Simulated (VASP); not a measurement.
# CdS5 (P6/mmm) in VASP: notebook

CdS5 is run at these levels: PBE; tasks: single point, relaxation of cell and atoms.

All numbers are computed with VASP 6.6.1; they aren't measurements. Logs are shortened: lines on timing, memory, paths and dates and some standing lists are left out, and cuts for length are marked.

**1. The cell of the first run**

The structure is hexagonal, space group P6/mmm (No. 191). Conventional cell: a = 6.173 Å, b = 6.173 Å, c = 4.432 Å, α = 90.00°, β = 90.00°, γ = 120.00°. Within 5.0 Å of Cd (site symmetry 6/mmm) lie 24 S at 3.80 to 4.20 Å and 2 Cd at 4.43 Å. Within 2.4 Å of S (site symmetry mmm) lie 2 S at 1.78 Å. Within 2.4 Å of S (site symmetry -6m2) lie 3 S at 1.78 Å.

The cell was built from a structure type or drawn by symmetry, and may not be a known phase.

**2. Single point, PBE**

File INCAR:

```
PREC = Accurate ; ENCUT = 520
EDIFF = 1E-6 ; ISMEAR = 0
SIGMA = 0.1 ; LREAL = F
LASPH = T ; NELM = 100
ALGO = Normal ; ISIF = 2
LWAVE = F ; LCHARG = F
GGA = PE ; NBANDS = 30
```

File KPOINTS:

```
regular mesh
0
Gamma
  3 3 4
```

File POSCAR:

```
CdS5
1.0
    6.1732816300      0.0000000000      0.0000000000
   -3.0866408200      5.3462187200      0.0000000000
    0.0000000000      0.0000000000      4.4322125100
Cd S
1 5
Direct
    0.0000000000      0.0000000000      0.0000000000
    0.5000000000      0.0000000000      0.5000000000
    0.0000000000      0.5000000000      0.5000000000
    0.5000000000      0.5000000000      0.5000000000
    0.3333333300      0.6666666700      0.5000000000
    0.6666666700      0.3333333300      0.5000000000
```

Potentials or basis: VASP PAW PBE potentials, release 64 (Cd, S).

The run is started by

```
cat potpaw_PBE.64/Cd/POTCAR potpaw_PBE.64/S/POTCAR > POTCAR
mpirun -np 1 vasp_std > vasp.out
```

OUTCAR:

```text
PREC = Accurate
   ENCUT = 520
   EDIFF = 1E-6
   ISMEAR = 0
   LREAL = F
   LASPH = T
   NELM = 100
   ISIF = 2
   GGA = PE

 ion  position               nearest neighbor table
   1  0.000  0.000  0.000-
   2  0.500  0.000  0.500-   5 1.78   6 1.78
   3  0.000  0.500  0.500-   5 1.78   6 1.78
   4  0.500  0.500  0.500-   5 1.78   6 1.78
   5  0.333  0.667  0.500-   3 1.78   2 1.78   4 1.78
   6  0.667  0.333  0.500-   3 1.78   2 1.78   4 1.78

  LATTYP: Found a hexagonal cell.
 ALAT       =     6.1732816300
 C/A-ratio  =     0.7179670029

  Lattice vectors:

 A1 = (   6.1732816300,   0.0000000000,   0.0000000000)
 A2 = (  -3.0866408200,   5.3462187200,   0.0000000000)
 A3 = (   0.0000000000,   0.0000000000,   4.4322125100)

Analysis of symmetry for initial positions (statically):
=====================================================================
 Subroutine PRICEL returns:
 Original cell was already a primitive cell.

 Routine SETGRP: Setting up the symmetry group for a
 hexagonal supercell.

 Subroutine GETGRP returns: Found 24 space group operations
 (whereof 24 operations were pure point group operations)
 out of a pool of 24 trial point group operations.

The static configuration has the point symmetry D_6h.

Analysis of symmetry for dynamics (positions and initial velocities):
=====================================================================
 Subroutine PRICEL returns:
 Original cell was already a primitive cell.

 Routine SETGRP: Setting up the symmetry group for a
 hexagonal supercell.

 Subroutine GETGRP returns: Found 24 space group operations
 (whereof 24 operations were pure point group operations)
 out of a pool of 24 trial point group operations.

The dynamic configuration has the point symmetry D_6h.

 Subroutine INISYM returns: Found 24 space group operations
 (whereof 24 operations are pure point group operations),
 and found     1 'primitive' translations

----------------------------------------------------------------------------------------

                                     Primitive cell

  volume of cell :     146.2795

  direct lattice vectors                    reciprocal lattice vectors
     6.173281630  0.000000000  0.000000000     0.161988398  0.093524045  0.000000000
    -3.086640820  5.346218720  0.000000000     0.000000000  0.187048090  0.000000000
     0.000000000  0.000000000  4.432212510     0.000000000  0.000000000  0.225620951

  length of vectors
     6.173281630  6.173281636  4.432212510     0.187048090  0.187048090  0.225620951

  position of ions in fractional coordinates (direct lattice)
     0.000000000  0.000000000  0.000000000
     0.500000000  0.000000000  0.500000000
     0.000000000  0.500000000  0.500000000
     0.500000000  0.500000000  0.500000000
     0.333333330  0.666666670  0.500000000
     0.666666670  0.333333330  0.500000000

  ion indices of the primitive-cell ions
   primitive index   ion index
                 1           1
                 2           2
                 3           3
                 4           4
                 5           5
                 6           6

----------------------------------------------------------------------------------------

 KPOINTS: regular mesh

Automatic generation of k-mesh.
 Grid dimensions read from file:
 generate k-points for:    3    3    4

 Generating k-lattice:

  Cartesian coordinates                     Fractional coordinates (reciprocal lattice)
     0.053996133  0.031174682  0.000000000     0.333333333 -0.000000000  0.000000000
     0.000000000  0.062349363  0.000000000     0.000000000  0.333333333  0.000000000
     0.000000000  0.000000000  0.056405238     0.000000000  0.000000000  0.250000000

  Length of vectors
     0.062349363  0.062349363  0.056405238

  Shift w.r.t. Gamma in fractional coordinates (k-lattice)
     0.000000000  0.000000000  0.000000000

 Subroutine IBZKPT returns following result:
 ===========================================

 Found      9 irreducible k-points:

 Following reciprocal coordinates:
            Coordinates               Weight
  0.000000  0.000000  0.000000      1.000000
  0.333333 -0.000000  0.000000      6.000000
  0.333333  0.333333  0.000000      2.000000
  0.000000  0.000000  0.250000      2.000000
  0.333333 -0.000000  0.250000     12.000000
  0.333333  0.333333  0.250000      4.000000
  0.000000  0.000000  0.500000      1.000000
  0.333333 -0.000000  0.500000      6.000000
  0.333333  0.333333  0.500000      2.000000
   k-points           NKPTS =      9   k-points in BZ     NKDIM =      9   number of bands    NBANDS=     30
   number of dos      NEDOS =    301   number of ions     NIONS =      6
   total plane-waves  NPLWV =  82944
   dimension x,y,z NGX =    48 NGY =   48 NGZ =   36
   dimension x,y,z NGXF=    96 NGYF=   96 NGZF=   72
   ions per type =               1   5
   NGX,Y,Z   is equivalent  to a cutoff of  12.93, 12.93, 13.50 a.u.
   NGXF,Y,Z  is equivalent  to a cutoff of  25.85, 25.85, 27.01 a.u.
 SYSTEM =  unknown system
   PREC   = accura    normal or accurate (medium, high low for compatibility)
   ISTART =      0    job   : 0-new  1-cont  2-samecut
   ICHARG =      2    charge: 1-file 2-atom 10-const
   ISPIN  =      1    spin polarized calculation?
   LNONCOLLINEAR =      F non collinear calculations
   LSORBIT =      F    spin-orbit coupling
   LASPH  =      T    aspherical Exc in radial PAW
   ENCUT  =  520.0 eV  38.22 Ry    6.18 a.u.  11.48 11.48  8.24*2*pi/ulx,y,z
   NELM   =    100;   NELMIN=  2; NELMDL= -5     # of ELM steps
   EDIFF  = 0.1E-05   stopping-criterion for ELM
   LREAL  =      F    real-space projection
   EDIFFG = 0.1E-04   stopping-criterion for IOM
   NSW    =      0    number of steps for IOM
   IBRION =     -1    ionic relax: 0-MD 1-quasi-New 2-CG
   NFREE  =      0    steps in history (QN), initial steepest desc. (CG)
   ISIF   =      2    stress and relaxation
   ISYM   =      2    0-nonsym 1-usesym 2-fastsym
   POTIM  = 0.5000    time-step for ionic-motion
   TEBEG  =    0.0;   TEEND  =   0.0 temperature during run
   PSTRESS=    0.0 pullay stress
   NELECT =      42.0000    total number of electrons
   NUPDOWN=      -1.0000    fix difference up-down
   EMIN   =  10.00;   EMAX   =-10.00  energy-range for DOS
   EFERMI =   0.00;   METHOD = LEGACY
   ISMEAR =     0;   SIGMA  =   0.10  broadening in eV -4-tet -1-fermi 0-gaus
   EFERMI_NEDOS =   21; number of points for ismear=-14 and -15
   IALGO  =     38    algorithm
   IMIX   =      4    mixing-type and parameters
     AMIX     =   0.40;   BMIX     =  1.00
     AMIX_MAG =   1.60;   BMIX_MAG =  1.00
  volume/ion in A,a.u.               =      24.38       164.52
  Fermi-wavevector in a.u.,A,eV,Ry     =   1.080016  2.040934 15.870301  1.166434
  Thomas-Fermi vector in A             =   2.215996
   LORBIT       =      0    0 simple, 1 ext, 2 COOP (PROOUT), +10 PAW based schemes
   GGA     = PE    functional components
   LHFCALC =     F    Hartree Fock is set to
   AEXX    =    0.0000 exact exchange contribution
   IVDW    =     0    specifies the selected vdW correction
   LEPSILON=     F    determine dielectric tensor
   LRPA    =     F    only Hartree local field effects (RPA)
 non-spin polarized calculation
 Gauss-broadening in eV      SIGMA  =   0.10
  energy-cutoff  :      520.00
  volume of cell :      146.28
 maximum number of plane-waves:      3958
 NGX is ok and might be reduce to    48
   NGX = 23   NGY = 23   NGZ = 17

 number of electron      42.0000006 magnetization

 Free energy of the ion-electron system (eV)
  ---------------------------------------------------
  ext. energy  EPLUGINS =         0.00000000
  ---------------------------------------------------
  free energy    TOTEN  =        -8.70738630 eV

  energy without entropy =       -8.68826469  energy(sigma->0) =       -8.69782549

 E-fermi :   3.3648     XC(G=0):  -8.4554

 val. band max:        3.0575706364   @ k =   0.3333   0.3333   0.0000
 cond. band min:       3.3651814993   @ k =   0.3333  -0.0000   0.2500
 fundamental gap:      0.3076108629
 Fermi energy:         3.3647761639

 k-point     1 :       0.0000    0.0000    0.0000
  band No.  band energies     occupation
      1     -17.5037      2.00000
      2     -15.0840      2.00000
      3     -12.9608      2.00000
      4     -12.9608      2.00000
      5      -7.8344      2.00000
      6      -7.8344      2.00000
[... 22 lines left out ...]
     29       8.0144      0.00000
     30       8.4568      0.00000

 k-point     2 :       0.3333   -0.0000    0.0000
  band No.  band energies     occupation
      1     -17.1964      2.00000
      2     -15.9868      2.00000
      3     -12.9824      2.00000
      4     -11.6509      2.00000
      5      -8.8831      2.00000
      6      -7.6921      2.00000
[... 22 lines left out ...]
     29       8.9946      0.00000
     30       9.0421      0.00000

 k-point     3 :       0.3333    0.3333    0.0000
  band No.  band energies     occupation
      1     -16.6890      2.00000
      2     -16.6890      2.00000
      3     -13.0065      2.00000
      4     -10.2583      2.00000
      5     -10.2583      2.00000
      6      -7.5550      2.00000
[... 22 lines left out ...]
     29       8.6945      0.00000
     30       9.6059      0.00000

 k-point     4 :       0.0000    0.0000    0.2500
  band No.  band energies     occupation
      1     -17.4913      2.00000
      2     -15.0745      2.00000
      3     -12.9484      2.00000
      4     -12.9484      2.00000
      5      -7.8274      2.00000
      6      -7.8274      2.00000
[... 121 lines left out ...]
     29       9.4873      0.00000
     30      10.1737      0.00000

 k-point     8 :       0.3333   -0.0000    0.5000
  band No.  band energies     occupation
      1     -17.1724      2.00000
      2     -15.9649      2.00000
      3     -12.9576      2.00000
      4     -11.6287      2.00000
      5      -8.8639      2.00000
      6      -7.6783      2.00000
[... 22 lines left out ...]
     29       9.0562      0.00000
     30      10.1484      0.00000

 k-point     9 :       0.3333    0.3333    0.5000
  band No.  band energies     occupation
      1     -16.6660      2.00000
      2     -16.6660      2.00000
      3     -12.9804      2.00000
      4     -10.2390      2.00000
      5     -10.2390      2.00000
      6      -7.5441      2.00000
[... 22 lines left out ...]
     29       9.5700      0.00000
     30       9.5700      0.00000

------------------------ aborting loop because EDIFF is reached ----------------------------------------

  FORCE on cell =-STRESS in cart. coord.  units (eV):
  Direction    XX          YY          ZZ          XY          YZ          ZX
  --------------------------------------------------------------------------------------
  -------------------------------------------------------------------------------------
  Total       54.8249200     54.8249200     -0.4370422     -0.0000001      0.0000000      0.0000000
  in kB      600.4892001    600.4892009     -4.7868583     -0.0000006      0.0000000      0.0000000
  external PRESSURE =     398.7305142 kB  Pullay stress =       0.0000000 kB

 VOLUME and BASIS-vectors are now :
 -----------------------------------------------------------------------------
  energy-cutoff  :      520.00
  volume of cell :      146.28
      direct lattice vectors                 reciprocal lattice vectors
     6.173281630  0.000000000  0.000000000     0.161988398  0.093524045  0.000000000
    -3.086640820  5.346218720  0.000000000     0.000000000  0.187048090  0.000000000
     0.000000000  0.000000000  4.432212510     0.000000000  0.000000000  0.225620951

 POSITION                                       TOTAL-FORCE (eV/Angst)
 -----------------------------------------------------------------------------------
      0.00000      0.00000      0.00000         0.000000      0.000000      0.000000
      3.08664      0.00000      2.21611         0.000000      0.000000      0.000000
     -1.54332      2.67311      2.21611         0.000000      0.000000      0.000000
      1.54332      2.67311      2.21611         0.000000      0.000000      0.000000
     -0.00000      3.56415      2.21611        -0.000000     -0.000000      0.000000
      3.08664      1.78207      2.21611         0.000000      0.000000      0.000000
 -----------------------------------------------------------------------------------
    total drift:                               -0.000000     -0.000000     -0.000000

  FREE ENERGIE OF THE ION-ELECTRON SYSTEM (eV)
  ---------------------------------------------------
  free  energy   TOTEN  =        -8.7073862961 eV

  energy  without entropy=       -8.6882646922  energy(sigma->0) =       -8.69782549
```

Run time: 27 s. Hardware: 1 thread of Intel Xeon 6975P-C (Granite Rapids), shared host; peak memory 0.27 GiB.

Results:

```yaml
Free_energy: -8.7074 eV
Pressure: 39.9 GPa
Band_gap_on_the_k_mesh: zero (bands 21 and 22 overlap by 0.97 eV)
```

Caveat: the k points lie up to 0.39 Å⁻¹ apart, too coarse for converged energies and pressures of a metal.

**3. Single point, PBE**

This run uses another cell than the first one, of 25.41 Å³/atom.

File INCAR:

```
SYSTEM = CdS5
ALGO = Normal
EDIFF = 1E-7
ENCUT = 520
GGA = PE
ISIF = 2
ISMEAR = 0
LASPH = .True.
LCHARG = .False.
LREAL = .False.
LWAVE = .False.
NBANDS = 30
NELM = 60
PREC = Accurate
SIGMA = 0.1
```

File KPOINTS:

```
k-points
0
Gamma
  3 3 4
  0 0 0
```

File POSCAR:

```
CdS5
1.0
    7.6938290549      0.0000000036      0.0000000000
   -3.8469145306      6.6630514122      0.0000000000
    0.0000000000      0.0000000000      2.9738793788
Cd S
1 5
Direct
    0.0000000000      0.0000000000      0.0000000000
    0.5000000000      0.0000000000      0.5000000000
    0.0000000000      0.5000000000      0.5000000000
    0.5000000000      0.5000000000      0.5000000000
    0.3333333333      0.6666666667      0.5000000000
    0.6666666667      0.3333333333      0.5000000000
```

Potentials or basis: VASP PAW PBE potentials, release 64 (Cd, S).

The run is started by

```
cat potpaw_PBE.64/Cd/POTCAR potpaw_PBE.64/S/POTCAR > POTCAR
mpirun -np 1 vasp_std > vasp.out
```

Wall time 26 s (1 thread of Intel Xeon 6975P-C (Granite Rapids), shared host); peak memory 0.28 GiB.

The run converged. Its results:

| Item | Value |
| --- | --- |
| Free energy | -18.5807 eV |
| Pressure | -0.2 GPa |
| Band gap on the k mesh | zero (bands 21 and 22 overlap by 1.97 eV) |

Stress tensor (GPa, compression positive):
```
-0.31  0.00  0.00
 0.00 -0.31  0.00
 0.00  0.00  0.16
```

Levels at points of the mesh, in eV from the Fermi level:
```tsv
k point	band 19	band 20	band 21	band 22	band 23	band 24
(0.00, 0.00, 0.00)	-1.06	0.27	0.97	0.97	1.00	3.10
(0.00, 0.00, 0.50)	-0.97	-0.74	-0.58	-0.58	0.89	1.14
```

Caveat: the k points lie up to 0.53 Å⁻¹ apart, too coarse for converged energies and pressures of a metal.

**4. Single point, PBE**

This run uses another cell than the first one, of 24.79 Å³/atom.

File INCAR:

```
SYSTEM = CdS5
ALGO = Normal ; EDIFF = 1E-6
ENCUT = 520 ; GGA = PE
ISIF = 2 ; ISMEAR = 0
LASPH = .TRUE. ; LCHARG = .FALSE.
LREAL = .FALSE. ; LWAVE = .FALSE.
NBANDS = 30 ; NELM = 60
PREC = Accurate ; SIGMA = 0.1
```

File KPOINTS:

```
k-points
0
G
  3 3 6
  0 0 0
```

POSCAR: that of step 3 with these lines changed.

```diff
@@ -2,5 +2,5 @@
 1.0
-    7.6938290549      0.0000000036      0.0000000000
-   -3.8469145306      6.6630514122      0.0000000000
-    0.0000000000      0.0000000000      2.9738793788
+    8.0094692696      0.0000000000      0.0000000000
+   -4.0047346348      6.9364038583      0.0000000000
+    0.0000000000      0.0000000000      2.6771854959
 Cd S
```

The run is started by

```
cat potpaw_PBE.64/Cd/POTCAR potpaw_PBE.64/S/POTCAR > POTCAR
mpirun -np 1 vasp_std > vasp.out
```

Run time: 31 s. Hardware: 1 thread of Intel Xeon 6975P-C (Granite Rapids), shared host; peak memory 0.26 GiB.

Results (log left out):

```yaml
Free_energy: -18.7891 eV
Pressure: -0.1 GPa
Band_gap_on_the_k_mesh: zero (bands 21 and 22 overlap by 3.06 eV)
```

Stress tensor (GPa, compression positive):
```
-0.23  0.00  0.00
 0.00 -0.23  0.00
 0.00  0.00  0.11
```

Levels at points of the mesh, in eV from the Fermi level:
```
           k point  band 19  band 20  band 21  band 22  band 23  band 24
(0.00, 0.00, 0.00)    -0.60     0.68     1.72     2.41     2.41     2.55
(0.00, 0.00, 0.50)    -1.39    -0.81    -0.81    -0.67     1.21     1.24
```

Caveat: the k points lie up to 0.39 Å⁻¹ apart, too coarse for converged energies and pressures of a metal.

**5. Relaxation of cell and atoms, PBE**

File INCAR:

```
ALGO = Normal ; EDIFF = 1E-6
EDIFFG = -0.04 ; ENCUT = 600
GGA = PE ; IBRION = 2
ISIF = 3 ; ISMEAR = 0
LASPH = T ; LCHARG = F
LREAL = F ; LWAVE = F
NELM = 100 ; NSW = 90
PREC = Accurate ; SIGMA = 0.1
```

File KPOINTS:

```
k-points
0
Gamma
  3 3 4
```

File POSCAR:

```
CdS5
1.0
    6.1732816300      0.0000000000      0.0000000000
   -3.0866408200      5.3462187200      0.0000000000
    0.0000000000      0.0000000000      4.4322125100
Cd S
1 5
Direct
    0.0000000000      0.0000000000      0.0000000000
    0.5000000000      0.0000000000      0.5000000000
    0.0000000000      0.5000000000      0.5000000000
    0.5000000000      0.5000000000      0.5000000000
    0.3333333300      0.6666666700      0.5000000000
    0.6666666700      0.3333333300      0.5000000000
```

The run is started by

```
cat potpaw_PBE.64/Cd/POTCAR potpaw_PBE.64/S/POTCAR > POTCAR
mpirun -np 1 vasp_std > vasp.out
```

Run time: 10 min. Hardware: 1 thread of Intel Xeon 6975P-C (Granite Rapids), shared host; peak memory 0.31 GiB.

Results (log left out):

```yaml
Free_energy: -18.5638 eV
Relaxed_volume: 25.29 Å³/atom
Relaxed_cell: a = 7.677 Å, b = 7.677 Å, c = 2.973 Å, α = 90.00°, β = 90.00°, γ = 120.00°
Space_group_after_relaxing_to_0.1_Å: P6/mmm (No. 191)
Pressure_after_relaxing: 0.1 GPa
Band_gap_on_the_k_mesh: zero (bands 21 and 22 overlap by 1.95 eV)
```

Stress tensor (GPa, compression positive):
```
0.00 0.00 0.00
0.00 0.00 0.00
0.00 0.00 0.18
```

Final structure:
```
Cd S
1.0
     7.67678    0.00000    0.00000
    -3.83839    6.64829    0.00000
     0.00000    0.00000    2.97289
Cd S
1 5
Direct
  0.00000 0.00000 0.00000
  0.50000 0.00000 0.50000
  0.00000 0.50000 0.50000
  0.50000 0.50000 0.50000
  0.33333 0.66667 0.50000
  0.66667 0.33333 0.50000
```

Levels at points of the mesh, in eV from the Fermi level:
```
           k point  band 17  band 18  band 19  band 20  band 21  band 22  band 23  band 24  band 25
(0.00, 0.00, 0.00)    -1.52    -1.52    -1.10     0.24     0.95     0.95     1.02     3.11     3.29
(0.00, 0.00, 0.50)    -1.72    -1.72    -0.97    -0.75    -0.59    -0.59     0.88     1.14     2.02
```

Caveat: the k points lie up to 0.53 Å⁻¹ apart in the final cell, too coarse for converged energies and pressures of a metal; a cell axis changed by over 15 % at a fixed basis, so the end point is rough.

**6. The runs side by side**

| task | cell | k mesh | cutoff (eV) | gap on the mesh (eV) | pressure (GPa) |
| --- | --- | --- | --- | --- | --- |
| single point | a = 6.173, b = 6.173, c = 4.432 Å, angles 90.0, 90.0, 120.0°, 6 atoms | 3 × 3 × 4 | 520 | none | 39.9 |
| single point | a = 7.694, b = 7.694, c = 2.974 Å, angles 90.0, 90.0, 120.0°, 6 atoms | 3 × 3 × 4 | 520 | none | -0.2 |
| single point | a = 8.009, b = 8.009, c = 2.677 Å, angles 90.0, 90.0, 120.0°, 6 atoms | 3 × 3 × 6 | 520 | none | -0.1 |
| relaxation of cell and atoms | relaxed from a = 6.173, b = 6.173, c = 4.432 Å, angles 90.0, 90.0, 120.0°, 6 atoms | 3 × 3 × 4 | 600 | none | 0.1 |

Alike in all rows: level PBE; potentials or basis VASP PAW PBE potentials, release 64 (Cd, S); no spin polarisation; smearing gaussian 0.1 eV.

Caveats: all runs use coarse meshes; a cell axis changed by over 15 % at a fixed basis, so the end point is rough (at least some runs).

Absolute energies hang on the potentials; compare differences alone.
